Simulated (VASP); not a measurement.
# WSe2: single point with PBE

The system is WSe2.

```
CELL_PARAMETERS angstrom
3.16170 0.00000 0.00000
-1.58085 2.73811 0.00000
0.00000 0.00000 6.88900
ATOMIC_POSITIONS crystal
W 0.00000 0.00000 0.00000
Se 0.33333 0.66667 0.24797
Se 0.33333 0.66667 0.75203
```

This cell differs from its parent crystal: strain -4.1%.

```json
{
 "Program": "VASP 6.6.1",
 "Task": "single point",
 "Functional": "PBE",
 "Potentials or basis": "VASP PAW PBE potentials, release 64 (W_sv, Se)",
 "Cutoff": "520 eV",
 "k mesh": "12 × 12 × 4",
 "Occupations": "fermi-dirac, width 0.02 eV",
 "Spin": "no spin polarisation"
}
```

```
Pressure               : 13.0 GPa
Largest force          : 0.396 eV/Å
Band gap on the k mesh : 1.04 eV (least direct gap 2.00 eV)
```

Forces in eV/Å, atoms in the order of the input:
```
W    0.000  0.000  0.000
Se   0.000  0.000  0.396
Se   0.000  0.000 -0.396
```

Stress tensor (GPa, compression positive):
```
14.79  0.00  0.00
 0.00 14.79  0.00
 0.00  0.00  9.32
```

Levels at points of the mesh, in eV from the valence-band top:
| k point | band 10 | band 11 | band 12 | band 13 | band 14 | band 15 | band 16 | band 17 |
| --- | --- | --- | --- | --- | --- | --- | --- | --- |
| (0.00, 0.00, 0.00) | -1.67 | -1.41 | -0.92 | -0.92 | 3.34 | 3.34 | 3.38 | 3.38 |
| (0.50, 0.00, 0.00) | -2.95 | -2.03 | -1.50 | -0.70 | 2.46 | 2.94 | 4.33 | 4.57 |
| (0.00, 0.00, 0.50) | -2.18 | -0.95 | -0.95 | -0.24 | 3.25 | 3.25 | 3.51 | 3.51 |
| (0.50, 0.00, 0.50) | -3.19 | -2.99 | -0.90 | -0.57 | 2.96 | 3.21 | 3.22 | 4.43 |

Run time: 62 s on 1 thread of Intel(R) Xeon(R) Platinum 8259CL CPU @ 2.50GHz (Skylake/Cascade Lake), with other jobs on the host, peak memory 0.22 GiB.

Caveat: the cell differs from its parent crystal (strain -4.1%); the cell stands under pressure; spin-orbit coupling is left out, which moves the levels of the heavy elements; this functional lacks dispersion, which binds the layers, so the pressure and a relaxed spacing across them are unreliable. A k mesh can miss the band edges.
